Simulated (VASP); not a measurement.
Write the native input for VASP 6.6.1 that does the following.

- Task: single point
- Functional: HSE06
- Potentials or basis: VASP PAW PBE potentials, release 64 (Si)
- Cutoff: 520 eV
- k mesh: 6 × 6 × 4
- Occupations: gaussian, width 0.01 eV
- Spin: no spin polarisation
- Dipole correction: no
- Grid for exact exchange (PRECFOCK): Normal
- Further INCAR settings: ALGO = Normal; EDIFF = 1e-06; NBANDS = 16
- Share of exact exchange: 0.25
- Screening parameter: 0.2079 1/Å

Crystal: Si.

```
CELL_PARAMETERS angstrom
3.71717 0.00000 0.00000
-1.85858 3.21916 0.00000
0.00000 0.00000 6.40947
ATOMIC_POSITIONS crystal
Si 0.33333 0.66667 0.00340
Si 0.66667 0.33333 0.50340
Si 0.33333 0.66667 0.37160
Si 0.66667 0.33333 0.87160
```

This cell differs from its parent crystal: epitaxial xy strain -3.0%.

The input as run:

POSCAR

```
Si
1.0
    3.7171656722      0.0000000000      0.0000000000
   -1.8585828361      3.2191599022      0.0000000000
    0.0000000000      0.0000000000      6.4094741312
Si
4
Direct
    0.3333333333      0.6666666667      0.0033961010
    0.6666666667      0.3333333333      0.5033961010
    0.3333333333      0.6666666667      0.3716038990
    0.6666666667      0.3333333333      0.8716038990
```

INCAR.step1

```
PREC     = Accurate       # precision mode
ENCUT    = 520            # plane-wave cutoff, eV
EDIFF    = 1E-5           # SCF threshold, eV
ISMEAR   = 0              # smearing method
SIGMA    = 0.01           # smearing width, eV
LREAL    = False          # projectors in reciprocal space
LASPH    = True           # aspherical terms in the spheres
NELM     = 80             # most SCF steps
ALGO     = Normal         # electronic algorithm
ISIF     = 2              # what is computed and relaxed
LWAVE    = True           # write WAVECAR
GGA      = PE             # functional
NBANDS   = 16             # bands
```

INCAR.step2

```
PREC     = Accurate       # precision mode
ENCUT    = 520            # plane-wave cutoff, eV
EDIFF    = 1E-6           # SCF threshold, eV
ISMEAR   = 0              # smearing method
SIGMA    = 0.01           # smearing width, eV
LREAL    = False          # projectors in reciprocal space
LASPH    = True           # aspherical terms in the spheres
NELM     = 80             # most SCF steps
ALGO     = Normal         # electronic algorithm
ISIF     = 2              # what is computed and relaxed
LWAVE    = False          # write WAVECAR
LCHARG   = True           # write CHGCAR
GGA      = PE             # functional
LHFCALC  = True           # exact exchange
HFSCREEN = 0.2079         # screening, 1/A
PRECFOCK = Normal       
LELF     = True           # ELF
LVHAR    = True         
ISTART   = 1            
NBANDS   = 16             # bands
```

KPOINTS

```
regular mesh
0
Gamma
  6 6 4
```

Potentials or basis: VASP PAW PBE potentials, release 64 (Si).

Run with:

```bash
$ cat potpaw_PBE.64/Si/POTCAR > POTCAR
$ cp INCAR.step1 INCAR
$ mpirun -np 1 vasp_std > vasp.out
$ cp INCAR.step2 INCAR
$ mpirun -np 1 vasp_std > vasp.out
```

Results of the run:

| Property | Result |
| --- | --- |
| Pressure | 4.7 GPa |
| Largest force | 0.028 eV/Å |
| Band gap on the k mesh | 0.93 eV (least direct gap 2.26 eV) |

Caveat: the cell differs from its parent crystal (epitaxial xy strain -3.0%); the cell stands under pressure; the PAW data sets were made with another functional, which shifts forces and pressure a little.

Wall time 38 min on 1 thread of Oxide Virtual Turin-like Processor, on a shared host, peak memory 0.28 GiB.
